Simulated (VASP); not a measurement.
# NiBiI3 in VASP: single point with PBE

Aim: the single point of NiBiI3 with PBE.

Program: VASP 6.6.1. These are calculated values, not measurements. Logs are shortened: lines on timing, memory, paths and dates and some standing lists are left out, and cuts for length are marked.

### Step 1. The cell of the first run

The typed cell holds 10 atoms: a = 7.696 Å, b = 7.696 Å, c = 6.424 Å, α = 90.00°, β = 90.00°, γ = 120.00°.

### Step 2. Single point, PBE

Contents of INCAR:

```
  PREC = Accurate
  ENCUT = 600
  EDIFF = 1E-6
  ISMEAR = 1
  SIGMA = 0.2585
  LREAL = False
  LASPH = True
  NELM = 120
  ALGO = Normal
  ISIF = 2
  LWAVE = False
  LCHARG = False
  GGA = PE
  NBANDS = 57
  GGA_COMPAT = False
```

Contents of KPOINTS:

```
Automatic mesh
0
Gamma
  5 5 5
```

Contents of POSCAR:

```
NiBiI3
1.0
    7.6964620000      0.0000000000      0.0000000000
   -3.8482310000      6.6653330000      0.0000000000
    0.0000000000      0.0000000000      6.4236950000
Bi Ni I
2 2 6
Direct
    0.3333000000      0.6667000000      0.7500000000
    0.6666000000      0.3333000000      0.2500000000
    0.0000000000      0.0000000000      0.0000000000
    0.0000000000      0.0000000000      0.5000000000
    0.1575200000      0.3150400000      0.2500000000
    0.8424800000      0.1575200000      0.7500000000
    0.6849600000      0.8424800000      0.2500000000
    0.8424800000      0.6849600000      0.7500000000
    0.1575200000      0.8424800000      0.2500000000
    0.3150400000      0.1575200000      0.7500000000
```

Potentials or basis: VASP PAW PBE potentials, release 64 (Bi_d, Ni, I).

Launch:

```sh
cat potpaw_PBE.64/Bi_d/POTCAR potpaw_PBE.64/Ni/POTCAR potpaw_PBE.64/I/POTCAR > POTCAR
mpirun -np 1 vasp_std > vasp.out
```

OUTCAR:

```text
PREC = Accurate
   ENCUT = 600
   EDIFF = 1E-6
   ISMEAR = 1
   LREAL = False
   LASPH = True
   NELM = 120
   ISIF = 2
   GGA = PE

 ion  position               nearest neighbor table
   1  0.333  0.667  0.750-
   2  0.667  0.333  0.250-
   3  0.000  0.000  0.000-   6 2.64   9 2.64   7 2.64  10 2.64   5 2.64   8 2.64
   4  0.000  0.000  0.500-   6 2.64   9 2.64   7 2.64  10 2.64   5 2.64   8 2.64
   5  0.158  0.315  0.250-   3 2.64   4 2.64
   6  0.842  0.158  0.750-   3 2.64   4 2.64
   7  0.685  0.842  0.250-   3 2.64   4 2.64
   8  0.842  0.685  0.750-   3 2.64   4 2.64
   9  0.158  0.842  0.250-   3 2.64   4 2.64
  10  0.315  0.158  0.750-   3 2.64   4 2.64

  LATTYP: Found a hexagonal cell.
 ALAT       =     7.6964620000
 C/A-ratio  =     0.8346295999

  Lattice vectors:

 A1 = (   7.6964620000,   0.0000000000,   0.0000000000)
 A2 = (  -3.8482310000,   6.6653330000,   0.0000000000)
 A3 = (   0.0000000000,   0.0000000000,   6.4236950000)

Analysis of symmetry for initial positions (statically):
=====================================================================
 Subroutine PRICEL returns:
 Original cell was already a primitive cell.

 Routine SETGRP: Setting up the symmetry group for a
 hexagonal supercell.

 Subroutine GETGRP returns: Found  4 space group operations
 (whereof  2 operations were pure point group operations)
 out of a pool of 24 trial point group operations.

The static configuration has the point symmetry C_2 .
 The point group associated with its full space group is C_2v.

Analysis of symmetry for dynamics (positions and initial velocities):
=====================================================================
 Subroutine PRICEL returns:
 Original cell was already a primitive cell.

 Routine SETGRP: Setting up the symmetry group for a
 hexagonal supercell.

 Subroutine GETGRP returns: Found  4 space group operations
 (whereof  2 operations were pure point group operations)
 out of a pool of 24 trial point group operations.

The dynamic configuration has the point symmetry C_2 .
 The point group associated with its full space group is C_2v.

 Subroutine INISYM returns: Found  4 space group operations
 (whereof  2 operations are pure point group operations),
 and found     1 'primitive' translations

----------------------------------------------------------------------------------------

                                     Primitive cell

  volume of cell :     329.5322

  direct lattice vectors                    reciprocal lattice vectors
     7.696462000  0.000000000  0.000000000     0.129929830  0.075015007  0.000000000
    -3.848231000  6.665333000  0.000000000     0.000000000  0.150030014  0.000000000
     0.000000000  0.000000000  6.423695000     0.000000000  0.000000000  0.155673643

  length of vectors
     7.696462000  7.696463203  6.423695000     0.150030037  0.150030014  0.155673643

  position of ions in fractional coordinates (direct lattice)
     0.333300000  0.666700000  0.750000000
     0.666600000  0.333300000  0.250000000
     0.000000000  0.000000000  0.000000000
     0.000000000  0.000000000  0.500000000
     0.157520000  0.315040000  0.250000000
     0.842480000  0.157520000  0.750000000
     0.684960000  0.842480000  0.250000000
     0.842480000  0.684960000  0.750000000
     0.157520000  0.842480000  0.250000000
     0.315040000  0.157520000  0.750000000

  ion indices of the primitive-cell ions
   primitive index   ion index
                 1           1
                 2           2
                 3           3
                 4           4
                 5           5
                 6           6
                 7           7
                 8           8
                 9           9
                10          10

----------------------------------------------------------------------------------------

 KPOINTS: Automatic mesh

Automatic generation of k-mesh.
 Grid dimensions read from file:
 generate k-points for:    5    5    5

 Generating k-lattice:

  Cartesian coordinates                     Fractional coordinates (reciprocal lattice)
     0.025985966  0.015003001  0.000000000     0.200000000  0.000000000  0.000000000
     0.000000000  0.030006003  0.000000000     0.000000000  0.200000000  0.000000000
     0.000000000  0.000000000  0.031134729     0.000000000  0.000000000  0.200000000

  Length of vectors
     0.030006007  0.030006003  0.031134729

  Shift w.r.t. Gamma in fractional coordinates (k-lattice)
     0.000000000  0.000000000  0.000000000

 Subroutine IBZKPT returns following result:
 ===========================================

 Found     27 irreducible k-points:

 Following reciprocal coordinates:
            Coordinates               Weight
  0.000000  0.000000  0.000000      1.000000
  0.200000  0.000000  0.000000      4.000000
  0.000000  0.200000  0.000000      2.000000
  0.400000  0.000000  0.000000      4.000000
  0.000000  0.400000  0.000000      2.000000
  0.200000  0.200000  0.000000      4.000000
[... 16 lines left out ...]
  0.000000  0.400000  0.400000      4.000000
  0.200000  0.200000  0.400000      8.000000
 [... further k-points ...]
   k-points           NKPTS =     27   k-points in BZ     NKDIM =     27   number of bands    NBANDS=     57
   number of dos      NEDOS =    301   number of ions     NIONS =     10
   total plane-waves  NPLWV = 221184
   dimension x,y,z NGX =    64 NGY =   64 NGZ =   54
   dimension x,y,z NGXF=   128 NGYF=  128 NGZF=  108
   ions per type =               2   2   6
   NGX,Y,Z   is equivalent  to a cutoff of  13.82, 13.82, 13.98 a.u.
   NGXF,Y,Z  is equivalent  to a cutoff of  27.65, 27.65, 27.95 a.u.
 SYSTEM =  unknown system
   PREC   = accura    normal or accurate (medium, high low for compatibility)
   ISTART =      0    job   : 0-new  1-cont  2-samecut
   ICHARG =      2    charge: 1-file 2-atom 10-const
   ISPIN  =      1    spin polarized calculation?
   LNONCOLLINEAR =      F non collinear calculations
   LSORBIT =      F    spin-orbit coupling
   LASPH  =      T    aspherical Exc in radial PAW
   ENCUT  =  600.0 eV  44.10 Ry    6.64 a.u.  15.37 15.37 12.83*2*pi/ulx,y,z
   NELM   =    120;   NELMIN=  2; NELMDL= -5     # of ELM steps
   EDIFF  = 0.1E-05   stopping-criterion for ELM
   LREAL  =      F    real-space projection
   EDIFFG = 0.1E-04   stopping-criterion for IOM
   NSW    =      0    number of steps for IOM
   IBRION =     -1    ionic relax: 0-MD 1-quasi-New 2-CG
   NFREE  =      0    steps in history (QN), initial steepest desc. (CG)
   ISIF   =      2    stress and relaxation
   ISYM   =      2    0-nonsym 1-usesym 2-fastsym
   POTIM  = 0.5000    time-step for ionic-motion
   TEBEG  =    0.0;   TEEND  =   0.0 temperature during run
   PSTRESS=    0.0 pullay stress
   NELECT =      92.0000    total number of electrons
   NUPDOWN=      -1.0000    fix difference up-down
   EMIN   =  10.00;   EMAX   =-10.00  energy-range for DOS
   EFERMI =   0.00;   METHOD = LEGACY
   ISMEAR =     1;   SIGMA  =   0.26  broadening in eV -4-tet -1-fermi 0-gaus
   EFERMI_NEDOS =   21; number of points for ismear=-14 and -15
   IALGO  =     38    algorithm
   IMIX   =      4    mixing-type and parameters
     AMIX     =   0.40;   BMIX     =  1.00
     AMIX_MAG =   1.60;   BMIX_MAG =  1.00
  volume/ion in A,a.u.               =      32.95       222.38
  Fermi-wavevector in a.u.,A,eV,Ry     =   1.069970  2.021950 15.576428  1.144835
  Thomas-Fermi vector in A             =   2.205665
   LORBIT       =      0    0 simple, 1 ext, 2 COOP (PROOUT), +10 PAW based schemes
   GGA     = PE    functional components
   LHFCALC =     F    Hartree Fock is set to
   AEXX    =    0.0000 exact exchange contribution
   IVDW    =     0    specifies the selected vdW correction
   LEPSILON=     F    determine dielectric tensor
   LRPA    =     F    only Hartree local field effects (RPA)
 non-spin polarized calculation
 Methfessel and Paxton  Order N= 1 SIGMA  =   0.26
  energy-cutoff  :      600.00
  volume of cell :      329.53
 maximum number of plane-waves:     11048
 NGX is ok and might be reduce to    64
   NGX = 31   NGY = 31   NGZ = 25

 number of electron      91.9999999 magnetization

 Free energy of the ion-electron system (eV)
  ---------------------------------------------------
  ext. energy  EPLUGINS =         0.00000000
  ---------------------------------------------------
  free energy    TOTEN  =       -25.88732075 eV

  energy without entropy =      -25.86093664  energy(sigma->0) =      -25.87852605

 E-fermi :   5.0630     XC(G=0):  -9.0617

 val. band max:        5.0323371189   @ k =   0.4000   0.0000   0.2000
 cond. band min:       5.0659532221   @ k =   0.4000   0.0000   0.0000
 fundamental gap:      0.0336161032
 Fermi energy:         5.0629857120

 k-point     1 :       0.0000    0.0000    0.0000
  band No.  band energies     occupation
      1     -18.1690      2.00000
      2     -18.1690      2.00000
      3     -18.1690      2.00000
      4     -18.1690      2.00000
      5     -18.1303      2.00000
      6     -18.1302      2.00000
[... 49 lines left out ...]
     56       9.8017     -0.00000
     57       9.8019     -0.00000

 k-point     2 :       0.2000    0.0000    0.0000
  band No.  band energies     occupation
      1     -18.1690      2.00000
      2     -18.1690      2.00000
      3     -18.1689      2.00000
      4     -18.1689      2.00000
      5     -18.1303      2.00000
      6     -18.1302      2.00000
[... 49 lines left out ...]
     56      10.1104     -0.00000
     57      10.2762      0.00000

 k-point     3 :       0.0000    0.2000    0.0000
  band No.  band energies     occupation
      1     -18.1690      2.00000
      2     -18.1690      2.00000
      3     -18.1689      2.00000
      4     -18.1689      2.00000
      5     -18.1303      2.00000
      6     -18.1302      2.00000
[... 1194 lines left out ...]
      1     -18.1690      2.00000
      2     -18.1690      2.00000
      3     -18.1689      2.00000
      4     -18.1689      2.00000
      5     -18.1301      2.00000
      6     -18.1301      2.00000
[... 49 lines left out ...]
     56      10.3214      0.00000
     57      10.3753      0.00000

 k-point    24 :       0.2000    0.2000    0.4000
  band No.  band energies     occupation
      1     -18.1690      2.00000
      2     -18.1690      2.00000
      3     -18.1689      2.00000
      4     -18.1689      2.00000
      5     -18.1301      2.00000
      6     -18.1301      2.00000
[... 49 lines left out ...]
     56      10.3286      0.00000
     57      10.5024      0.00000

 [... further k-points ...]

------------------------ aborting loop because EDIFF is reached ----------------------------------------

  FORCE on cell =-STRESS in cart. coord.  units (eV):
  Direction    XX          YY          ZZ          XY          YZ          ZX
  --------------------------------------------------------------------------------------
  -------------------------------------------------------------------------------------
  Total       -2.7196897     -2.7200808     -1.2330418      0.0000000      0.0000000      0.0000000
  in kB      -13.2230625    -13.2249640     -5.9950179      0.0000000      0.0000000      0.0000000
  external PRESSURE =     -10.8143481 kB  Pullay stress =       0.0000000 kB

 VOLUME and BASIS-vectors are now :
 -----------------------------------------------------------------------------
  energy-cutoff  :      600.00
  volume of cell :      329.53
      direct lattice vectors                 reciprocal lattice vectors
     7.696462000  0.000000000  0.000000000     0.129929830  0.075015007  0.000000000
    -3.848231000  6.665333000  0.000000000     0.000000000  0.150030014  0.000000000
     0.000000000  0.000000000  6.423695000     0.000000000  0.000000000  0.155673643

 POSITION                                       TOTAL-FORCE (eV/Angst)
 -----------------------------------------------------------------------------------
     -0.00038      4.44378      4.81777        -0.000256      0.000131     -0.000000
      3.84785      2.22156      1.60592        -0.000256     -0.000131     -0.000000
      0.00000      0.00000      0.00000        -0.000082      0.000000     -0.000000
      0.00000      0.00000      3.21185        -0.000082      0.000000     -0.000000
     -0.00000      2.09985      1.60592         0.000215      0.584359     -0.000000
      5.87794      1.04992      4.81777        -0.506186      0.292227     -0.000000
      2.02971      5.61541      1.60592        -0.506186     -0.292227     -0.000000
      3.84823      4.56549      4.81777         0.000215     -0.584359     -0.000000
     -2.02971      5.61541      1.60592         0.506308     -0.292049     -0.000000
      1.81852      1.04992      4.81777         0.506308      0.292049      0.000000
 -----------------------------------------------------------------------------------
    total drift:                                0.000040     -0.000000     -0.000000

  FREE ENERGIE OF THE ION-ELECTRON SYSTEM (eV)
  ---------------------------------------------------
  free  energy   TOTEN  =       -25.8873207521 eV

  energy  without entropy=      -25.8609366361  energy(sigma->0) =      -25.87852605
```

It took 18 min on 1 thread of Intel Xeon 8259CL, shared host; peak memory 0.83 GiB.

What came out:

* Free energy: -25.8873 eV
* Pressure: -1.1 GPa
* Largest force: 0.585 eV/Å
* Band gap on the k mesh: zero (bands 46 and 47 overlap by 0.53 eV)

Forces in eV/Å, atoms in the order of the input:
```
Bi   0.000  0.000  0.000
Bi   0.000  0.000  0.000
Ni   0.000  0.000  0.000
Ni   0.000  0.000  0.000
I    0.000  0.584  0.000
I   -0.506  0.292  0.000
I   -0.506 -0.292  0.000
I    0.000 -0.584  0.000
I    0.506 -0.292  0.000
I    0.506  0.292  0.000
```

Caveat: spin-orbit coupling is left out, which moves the levels of the heavy elements; the run has no spin polarisation, though such a crystal can be magnetic; semilocal functionals often make such compounds metallic where correlation or magnetic order opens a gap, which also shifts bond lengths. Spin polarisation is off, so any magnetic state and its effect on volume and gap are missing.

The gap in the log of VASP goes by the Fermi energy; the results here count the filled bands.